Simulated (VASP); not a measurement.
# Rh: single point with PBEsol

Rh:

```
Rh
1.0
     2.59443    0.00000    0.00000
    -1.29722    2.36510    0.00000
     0.00000    0.00000    4.42849
Rh
2
Direct
  0.66667 0.33333 0.75000
  0.33333 0.66667 0.25000
```

This cell differs from its parent crystal: strain -0.0500 x Voigt [1, 0, 0, 0, 0, 0].

```json
{
  "Program": "VASP 6.6.1",
  "Task": "single point",
  "Functional": "PBEsol",
  "Potentials or basis": "VASP PAW PBE potentials, release 64 (Rh_pv)",
  "Cutoff": "520 eV",
  "k mesh": "18 × 18 × 12",
  "Occupations": "gaussian, width 0.15 eV",
  "Spin": "no spin polarisation",
  "Dipole correction": "no",
  "Further INCAR settings": "ALGO = Fast; EDIFF = 1e-06; NBANDS = 22"
}
```

| Property | Result |
| --- | --- |
| Pressure | 0.0 GPa |
| Largest force | 0.112 eV/Å |
| Band gap on the k mesh | zero (band 15 reaches 12.85 eV, above the bottom of band 16 at 10.24 eV) |

Forces on the atoms (eV/Å):
```
Rh   0.000 -0.112  0.000
Rh   0.000  0.112  0.000
```

Stress tensor (GPa, compression positive):
```
12.77  0.00  0.00
 0.00 -6.11  0.00
 0.00  0.00 -6.57
```

Levels at points of the mesh, in eV from the Fermi level:
```tsv
k point	band 13	band 14	band 15	band 16	band 17	band 18
(0.00, 0.00, 0.00)	-2.19	-1.84	-1.62	0.08	0.28	0.37
(0.50, 0.00, 0.00)	-2.04	0.53	0.63	0.89	3.28	5.50
(0.00, 0.50, 0.00)	-2.28	0.52	0.69	0.79	2.89	4.91
(0.00, 0.00, 0.50)	-2.73	-2.73	-0.52	-0.52	-0.29	-0.29
(0.50, 0.00, 0.50)	-0.28	-0.28	0.80	0.80	2.86	2.86
(0.00, 0.50, 0.50)	-0.39	-0.39	0.69	0.69	2.40	2.40
```

Run time: 4.7 min on 1 thread of Intel Xeon 6975P-C, with other jobs on the host, peak memory 0.38 GiB.

Caveat: the cell differs from its parent crystal (strain -0.0500 x Voigt [1, 0, 0, 0, 0, 0]); the PAW data sets were made with another functional, which shifts forces and pressure a little.
